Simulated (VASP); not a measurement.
# CaSe (F-43m) in VASP: single point with r2SCAN

Aim: the single point of CaSe with r2SCAN.

All numbers are computed with VASP 6.6.1; they aren't measurements. Logs are shortened: lines on timing, memory, paths and dates and some standing lists are left out, and cuts for length are marked.

## 1. The cell of the first run

The structure is cubic, space group F-43m (No. 216). Conventional cell: a = 6.600 Å, b = 6.600 Å, c = 6.600 Å, α = 90.00°, β = 90.00°, γ = 90.00°. Within 3.8 Å of Ca (site symmetry -43m) lie 4 Se at 2.86 Å. Se (site symmetry -43m) has 4 Ca at 2.86 Å within 3.8 Å.

## 2. Single point, r2SCAN

Contents of POSCAR:

```
CaSe
1.0
    0.0000000000      3.3000000000      3.3000000000
    3.3000000000      0.0000000000      3.3000000000
    3.3000000000      3.3000000000      0.0000000000
Ca Se
1 1
Direct
    0.0000000000      0.0000000000      0.0000000000
    0.7500000000      0.7500000000      0.7500000000
```

Contents of INCAR.step1:

```
ALGO = Normal ; EDIFF = 1E-4
ENCUT = 520 ; GGA = PE
ISMEAR = 0 ; LASPH = T
LCHARG = F ; LREAL = F
LWAVE = T ; NBANDS = 15
NELM = 60 ; PREC = Accurate
SIGMA = 0.01
```

Contents of INCAR.step2:

```
ALGO = Normal ; EDIFF = 1E-6
ENCUT = 520 ; ISIF = 2
ISMEAR = 0 ; ISTART = 1
LASPH = T ; LCHARG = F
LMIXTAU = T ; LREAL = F
LWAVE = F ; METAGGA = R2SCAN
NBANDS = 15 ; NELM = 60
PREC = Accurate ; SIGMA = 0.01
```

Contents of KPOINTS:

```
k-points
0
Gamma
  4 4 4
```

Potentials or basis: VASP PAW PBE potentials, release 64 (Ca_sv, Se).

The run is started by

```sh
cat potpaw_PBE.64/Ca_sv/POTCAR potpaw_PBE.64/Se/POTCAR > POTCAR
cp INCAR.step1 INCAR
mpirun -np 1 vasp_std > vasp.out
cp INCAR.step2 INCAR
mpirun -np 1 vasp_std > vasp.out
```

OUTCAR:

```text
EDIFF = 1E-6
   ENCUT = 520
   ISIF = 2
   ISMEAR = 0
   ISTART = 1
   LASPH = T
   LREAL = F
   METAGGA = R2SCAN
   NELM = 60
   PREC = Accurate

 ion  position               nearest neighbor table
   1  0.000  0.000  0.000-   2 2.86   2 2.86   2 2.86   2 2.86
   2  0.750  0.750  0.750-   1 2.86   1 2.86   1 2.86   1 2.86

  LATTYP: Found a face centered cubic cell.
 ALAT       =     6.6000000000

  Lattice vectors:

 A1 = (   0.0000000000,   3.3000000000,   3.3000000000)
 A2 = (   3.3000000000,   0.0000000000,   3.3000000000)
 A3 = (   3.3000000000,   3.3000000000,   0.0000000000)

Analysis of symmetry for initial positions (statically):
=====================================================================
 Subroutine PRICEL returns:
 Original cell was already a primitive cell.

 Routine SETGRP: Setting up the symmetry group for a
 face centered cubic supercell.

 Subroutine GETGRP returns: Found 24 space group operations
 (whereof 24 operations were pure point group operations)
 out of a pool of 48 trial point group operations.

The static configuration has the point symmetry T_d .

Analysis of symmetry for dynamics (positions and initial velocities):
=====================================================================
 Subroutine PRICEL returns:
 Original cell was already a primitive cell.

 Routine SETGRP: Setting up the symmetry group for a
 face centered cubic supercell.

 Subroutine GETGRP returns: Found 24 space group operations
 (whereof 24 operations were pure point group operations)
 out of a pool of 48 trial point group operations.

The dynamic configuration has the point symmetry T_d .

 Subroutine INISYM returns: Found 24 space group operations
 (whereof 24 operations are pure point group operations),
 and found     1 'primitive' translations

----------------------------------------------------------------------------------------

                                     Primitive cell

  volume of cell :      71.8740

  direct lattice vectors                    reciprocal lattice vectors
     0.000000000  3.300000000  3.300000000    -0.151515152  0.151515152  0.151515152
     3.300000000  0.000000000  3.300000000     0.151515152 -0.151515152  0.151515152
     3.300000000  3.300000000  0.000000000     0.151515152  0.151515152 -0.151515152

  length of vectors
     4.666904756  4.666904756  4.666904756     0.262431941  0.262431941  0.262431941

  position of ions in fractional coordinates (direct lattice)
[... 71 lines left out ...]
   TEBEG  =    0.0;   TEEND  =   0.0 temperature during run
   PSTRESS=    0.0 pullay stress
   NELECT =      16.0000    total number of electrons
   NUPDOWN=      -1.0000    fix difference up-down
   EMIN   =  10.00;   EMAX   =-10.00  energy-range for DOS
   EFERMI =   0.00;   METHOD = LEGACY
   ISMEAR =     0;   SIGMA  =   0.01  broadening in eV -4-tet -1-fermi 0-gaus
   EFERMI_NEDOS =   21; number of points for ismear=-14 and -15
   IALGO  =     38    algorithm
   IMIX   =      4    mixing-type and parameters
     AMIX     =   0.40;   BMIX     =  1.00
     AMIX_MAG =   1.60;   BMIX_MAG =  1.00
  volume/ion in A,a.u.               =      35.94       242.51
  Fermi-wavevector in a.u.,A,eV,Ry     =   0.992181  1.874950 13.393889  0.984423
  Thomas-Fermi vector in A             =   2.123975
   LORBIT       =      0    0 simple, 1 ext, 2 COOP (PROOUT), +10 PAW based schemes
   METAGGA = R2SCAN    functional components
   LHFCALC =     F    Hartree Fock is set to
   AEXX    =    0.0000 exact exchange contribution
   IVDW    =     0    specifies the selected vdW correction
   LEPSILON=     F    determine dielectric tensor
   LRPA    =     F    only Hartree local field effects (RPA)
 non-spin polarized calculation
 Gauss-broadening in eV      SIGMA  =   0.01
  energy-cutoff  :      520.00
  volume of cell :       71.87
 maximum number of plane-waves:      1964
 NGX is ok and might be reduce to    36
   NGX = 17   NGY = 17   NGZ = 17

 number of electron      16.0000001 magnetization

 Free energy of the ion-electron system (eV)
  ---------------------------------------------------
  ext. energy  EPLUGINS =         0.00000000
  ---------------------------------------------------
  free energy    TOTEN  =       -25.35811592 eV

  energy without entropy =      -25.35811592  energy(sigma->0) =      -25.35811592

 E-fermi :  -0.5837     XC(G=0):  -7.9414

 val. band max:       -0.6530734026   @ k =  -0.2500   0.2500   0.0000
 cond. band min:       2.9704718279   @ k =   0.0000   0.0000   0.0000
 fundamental gap:      3.6235452305
 Fermi energy:        -0.5836862843

 k-point     1 :       0.0000    0.0000    0.0000
  band No.  band energies     occupation
      1     -41.3299      2.00000
      2     -21.4564      2.00000
      3     -21.4564      2.00000
      4     -21.4564      2.00000
      5     -11.3518      2.00000
      6      -0.7399      2.00000
      7      -0.7399      2.00000
      8      -0.7399      2.00000
      9       2.9705      0.00000
     10       5.2457      0.00000
     11       5.2457      0.00000
     12       7.2351      0.00000
     13       7.2351      0.00000
     14       7.2351      0.00000
[... 113 lines left out ...]
      2     -21.4969      2.00000
      3     -21.4747      2.00000
      4     -21.4693      2.00000
      5     -11.0117      2.00000
      6      -1.3655      2.00000
      7      -1.3265      2.00000
      8      -0.7716      2.00000
      9       3.4968      0.00000
     10       4.8327      0.00000
     11       5.8104      0.00000
     12       6.0874      0.00000
     13       6.7106      0.00000
     14       8.6290      0.00000
     15       8.7650      0.00000

------------------------ aborting loop because EDIFF is reached ----------------------------------------

  FORCE on cell =-STRESS in cart. coord.  units (eV):
  Direction    XX          YY          ZZ          XY          YZ          ZX
  --------------------------------------------------------------------------------------
  -------------------------------------------------------------------------------------
  Total       -0.2073657     -0.2073657     -0.2073657      0.0000000      0.0000000     -0.0000000
  in kB       -4.6224867     -4.6224867     -4.6224867      0.0000000      0.0000000     -0.0000000
  external PRESSURE =      -4.6224867 kB  Pullay stress =       0.0000000 kB

 VOLUME and BASIS-vectors are now :
 -----------------------------------------------------------------------------
  energy-cutoff  :      520.00
  volume of cell :       71.87
      direct lattice vectors                 reciprocal lattice vectors
     0.000000000  3.300000000  3.300000000    -0.151515152  0.151515152  0.151515152
     3.300000000  0.000000000  3.300000000     0.151515152 -0.151515152  0.151515152
     3.300000000  3.300000000  0.000000000     0.151515152  0.151515152 -0.151515152

 POSITION                                       TOTAL-FORCE (eV/Angst)
 -----------------------------------------------------------------------------------
      0.00000      0.00000      0.00000        -0.000000     -0.000000     -0.000000
      4.95000      4.95000      4.95000         0.000000      0.000000      0.000000
 -----------------------------------------------------------------------------------
    total drift:                               -0.000000     -0.000000     -0.000000

  FREE ENERGIE OF THE ION-ELECTRON SYSTEM (eV)
  ---------------------------------------------------
  free  energy   TOTEN  =       -25.3581159168 eV

  energy  without entropy=      -25.3581159168  energy(sigma->0) =      -25.35811592
```

OSZICAR.step1:

```text
N       E                     dE             d eps       ncg     rms          rms(c)
DAV:   1     0.115694380863E+03    0.11569E+03   -0.73929E+03   240   0.955E+02
DAV:   2    -0.374021486969E+01   -0.11943E+03   -0.11128E+03   310   0.226E+02
DAV:   3    -0.907588147674E+01   -0.53357E+01   -0.52969E+01   331   0.479E+01
DAV:   4    -0.939823026274E+01   -0.32235E+00   -0.32230E+00   377   0.933E+00
DAV:   5    -0.940049875703E+01   -0.22685E-02   -0.22685E-02   317   0.915E-01    0.438E+00
DAV:   6    -0.899622403407E+01    0.40427E+00   -0.55085E-01   261   0.315E+00    0.253E+00
DAV:   7    -0.895442034559E+01    0.41804E-01   -0.22481E-01   333   0.243E+00    0.103E+00
DAV:   8    -0.896718646669E+01   -0.12766E-01   -0.28457E-02   268   0.129E+00    0.201E-01
DAV:   9    -0.896753606907E+01   -0.34960E-03   -0.25143E-03   325   0.414E-01    0.109E-01
DAV:  10    -0.896845750895E+01   -0.92144E-03   -0.81258E-04   254   0.160E-01    0.276E-02
DAV:  11    -0.896862064091E+01   -0.16313E-03   -0.25815E-04   288   0.998E-02    0.134E-02
DAV:  12    -0.896862133694E+01   -0.69603E-06   -0.11226E-05   197   0.208E-02
   1 F= -.89686213E+01 E0= -.89686213E+01  d E =-.774433E-92
```

It took 28 s on 1 thread of AMD EPYC 9R45 (Zen 5), shared host; peak memory 0.19 GiB.

Results:

- Free energy: -25.3581 eV
- Pressure: -0.5 GPa
- Band gap on the k mesh: 3.62 eV, indirect (least direct gap 3.71 eV)

Levels at points of the mesh, in eV from the valence-band top:
| k point | band 6 | band 7 | band 8 | band 9 | band 10 | band 11 |
| --- | --- | --- | --- | --- | --- | --- |
| (0.00, 0.00, 0.00) | -0.09 | -0.09 | -0.09 | 3.62 | 5.90 | 5.90 |
| (0.50, 0.00, 0.00) | -1.21 | -0.01 | -0.01 | 5.56 | 6.01 | 6.01 |
| (0.50, 0.50, 0.00) | -1.22 | -0.05 | -0.05 | 3.89 | 5.51 | 6.63 |

Caveat: the PAW data sets were made with another functional, which shifts forces and pressure a little. r2SCAN opens gaps a little over a GGA but as a rule still falls short of measured ones.
